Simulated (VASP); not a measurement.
# Mg (P6_3/mmc) in VASP: notebook, part 2 of 2

VASP 6.6.1. The steps go on from the part before.

## Step 3: Single point, LDA

INCAR reads:

```
SYSTEM = Mg
PREC = Accurate ; ENCUT = 520
EDIFF = 1E-6 ; ISMEAR = -1
SIGMA = 0.1 ; LREAL = .FALSE.
LASPH = .TRUE. ; NELM = 100
ALGO = Normal ; ISIF = 2
LWAVE = .FALSE. ; LCHARG = .FALSE.
NBANDS = 9
```

KPOINTS reads:

```
Automatic mesh
0
G
  15 15 8
  0 0 0
```

POSCAR reads:

```
Mg
1.0
    2.9399577358      0.0000000000      0.0000000000
   -1.4699788679      2.5460780853      0.0000000000
    0.0000000000      0.0000000000      4.7218450893
Mg
2
Direct
    0.3333333333      0.6666666667      0.2500000000
    0.6666666667      0.3333333333      0.7500000000
```

Potentials or basis: VASP PAW LDA potentials, release 64 (Mg).

On the command line:

```console
$ cat potpaw_LDA.64/Mg/POTCAR > POTCAR
$ mpirun -np 1 vasp_std > vasp.out
```

OUTCAR:

```text
SYSTEM = Mg
   PREC = Accurate
   ENCUT = 520
   EDIFF = 1E-6
   ISMEAR = -1
   LREAL = .FALSE.
   LASPH = .TRUE.
   NELM = 100
   ISIF = 2

 ion  position               nearest neighbor table
   1  0.333  0.667  0.250-   2 2.91   2 2.91   2 2.91   2 2.91   2 2.91   2 2.91
   2  0.667  0.333  0.750-   1 2.91   1 2.91   1 2.91   1 2.91   1 2.91   1 2.91

  LATTYP: Found a hexagonal cell.
 ALAT       =     2.9399577358
 C/A-ratio  =     1.6060928468

  Lattice vectors:

[... 478 lines left out ...]

  FORCE on cell =-STRESS in cart. coord.  units (eV):
  Direction    XX          YY          ZZ          XY          YZ          ZX
  --------------------------------------------------------------------------------------
  -------------------------------------------------------------------------------------
  Total        2.5722460      2.5722460      2.5739049      0.0000000      0.0000000      0.0000000
  in kB      116.5999967    116.5999967    116.6751955      0.0000000      0.0000000      0.0000000
  external PRESSURE =     116.6250630 kB  Pullay stress =       0.0000000 kB

 VOLUME and BASIS-vectors are now :
 -----------------------------------------------------------------------------
  energy-cutoff  :      520.00
  volume of cell :       35.34
      direct lattice vectors                 reciprocal lattice vectors
     2.939957736  0.000000000  0.000000000     0.340140944  0.196380466  0.000000000
    -1.469978868  2.546078085  0.000000000     0.000000000  0.392760931  0.000000000
     0.000000000  0.000000000  4.721845089     0.000000000  0.000000000  0.211781619

 POSITION                                       TOTAL-FORCE (eV/Angst)
 -----------------------------------------------------------------------------------
     -0.00000      1.69739      1.18046        -0.000000     -0.000000      0.000000
      1.46998      0.84869      3.54138         0.000000      0.000000      0.000000
 -----------------------------------------------------------------------------------
    total drift:                               -0.000000      0.000000     -0.000000

  FREE ENERGIE OF THE ION-ELECTRON SYSTEM (eV)
  ---------------------------------------------------
  free  energy   TOTEN  =        -3.4007695562 eV

  energy  without entropy=       -3.3795831952  energy(sigma->0) =       -3.39017638
```

Wall time 46 s (1 thread of Intel Xeon 8259CL, shared host); peak memory 0.16 GiB.

Results:

```yaml
Free_energy: -3.4008 eV
Pressure: 11.7 GPa
Band_gap_on_the_k_mesh: zero (bands 2 and 3 overlap by 2.10 eV)
```

Levels at points of the mesh, in eV from the Fermi level:
| k point | band 1 | band 2 | band 3 | band 4 | band 5 | band 6 | band 7 |
| --- | --- | --- | --- | --- | --- | --- | --- |
| (0.00, 0.00, 0.00) | -8.11 | -2.01 | -1.15 | 12.34 | 12.34 | 12.95 | 12.95 |
| (0.00, 0.00, 0.50) | -6.44 | -6.44 | 6.03 | 6.03 | 13.12 | 13.12 | 13.12 |

Caveat: the cell stands under pressure.

## Step 4: Single point, LDA

This run uses another cell than the first one: it holds 4 atoms, not 2.

INCAR reads:

```
SYSTEM = Mg
ALGO = Normal ; EDIFF = 1E-7
ENCUT = 520 ; ISIF = 2
ISMEAR = -1 ; LASPH = .TRUE.
LCHARG = .FALSE. ; LREAL = .FALSE.
LWAVE = .FALSE. ; NBANDS = 12
NELM = 100 ; PREC = Accurate
SIGMA = 0.1
```

KPOINTS reads:

```
k-points
0
G
  12 12 4
  0 0 0
```

POSCAR reads:

```
Mg
1.0
    2.9372636885      0.0000000000      0.0000000000
   -1.4686318442      2.5437449718      0.0000000000
    0.0000000000      0.0000000000      9.4656374507
Mg
4
Direct
    0.0000000000      0.0000000000      0.0000000000
    0.0000000000      0.0000000000      0.5000000000
    0.3333333333      0.6666666667      0.2500000000
    0.6666666667      0.3333333333      0.7500000000
```

On the command line:

```console
$ cat potpaw_LDA.64/Mg/POTCAR > POTCAR
$ mpirun -np 1 vasp_std > vasp.out
```

Wall time 69 s (1 thread of Intel Xeon 8259CL, shared host); peak memory 0.18 GiB.

Results (log left out):

```yaml
Free_energy: -6.7633 eV
Pressure: 11.7 GPa
Band_gap_on_the_k_mesh: zero (bands 4 and 5 overlap by 2.30 eV)
```

Levels at points of the mesh, in eV from the Fermi level:
```csv
k point,band 1,band 2,band 3,band 4,band 5,band 6,band 7,band 8
"(0.00, 0.00, 0.00)",-8.06,-6.40,-6.39,-1.99,-1.13,6.00,6.02,12.48
"(0.50, 0.00, 0.00)",-2.53,-2.42,-1.32,-1.18,-0.50,-0.38,3.17,3.19
"(0.00, 0.00, 0.50)",-7.64,-7.64,-4.37,-4.37,1.93,1.93,10.58,10.58
"(0.50, 0.00, 0.50)",-2.22,-2.22,-1.93,-1.93,0.88,0.88,1.35,1.35
```

Caveat: the cell stands under pressure.

## Step 5: Single point, LDA

This run uses another cell than the first one: it holds 4 atoms, not 2.

INCAR reads:

```
SYSTEM = Mg
PREC = Accurate
ENCUT = 520
EDIFF = 1E-6
ISMEAR = -1
SIGMA = 0.1
LREAL = .FALSE.
LASPH = .TRUE.
NELM = 60
ALGO = Normal
ISIF = 2
LWAVE = .FALSE.
LCHARG = .FALSE.
GGA = CA
NBANDS = 12
```

KPOINTS reads:

```
Automatic mesh
0
G
  12 12 4
  0 0 0
```

Edit POSCAR of step 4 so:

```diff
@@ -2,3 +2,3 @@
 1.0
-    2.9372636885      0.0000000000      0.0000000000
+    2.9372636884      0.0000000000      0.0000000000
    -1.4686318442      2.5437449718      0.0000000000
```

On the command line:

```console
$ cat potpaw_LDA.64/Mg/POTCAR > POTCAR
$ mpirun -np 1 vasp_std > vasp.out
```

Run time: 61 s. Hardware: 1 thread of Intel Xeon 8259CL, shared host; peak memory 0.18 GiB.

Results (log left out):

| Item | Value |
| --- | --- |
| Free energy | -6.7633 eV |
| Pressure | 11.7 GPa |
| Band gap on the k mesh | zero (bands 4 and 5 overlap by 2.30 eV) |

Levels at points of the mesh, in eV from the Fermi level:
| k point | band 2 | band 3 | band 4 | band 5 | band 6 | band 7 |
| --- | --- | --- | --- | --- | --- | --- |
| (0.00, 0.00, 0.00) | -6.40 | -6.39 | -1.99 | -1.13 | 6.00 | 6.02 |
| (0.50, 0.00, 0.00) | -2.42 | -1.31 | -1.18 | -0.50 | -0.38 | 3.17 |
| (0.00, 0.00, 0.50) | -7.64 | -4.37 | -4.37 | 1.93 | 1.93 | 10.58 |
| (0.50, 0.00, 0.50) | -2.22 | -1.93 | -1.93 | 0.88 | 0.88 | 1.35 |

Caveat: the cell stands under pressure.

## Step 6: Overview

```tsv
cell	k mesh	gap on the mesh (eV)	pressure (GPa)
a = 2.939, b = 2.939, c = 4.720 Å, angles 90.0, 90.0, 120.0°, 2 atoms, atomic positions A	15 × 15 × 8	none	11.7
a = 2.940, b = 2.940, c = 4.722 Å, angles 90.0, 90.0, 120.0°, 2 atoms, atomic positions A	15 × 15 × 8	none	11.7
a = 2.937, b = 2.937, c = 9.466 Å, angles 90.0, 90.0, 120.0°, 4 atoms, atomic positions B	12 × 12 × 4	none	11.7
```

Alike in all rows: task single point; level LDA; potentials or basis VASP PAW LDA potentials, release 64 (Mg); no spin polarisation; cutoff (eV) 520; smearing fermi-dirac 0.1 eV.

Caveats: the cell stands under pressure.

Absolute energies hang on the potentials; compare differences alone.
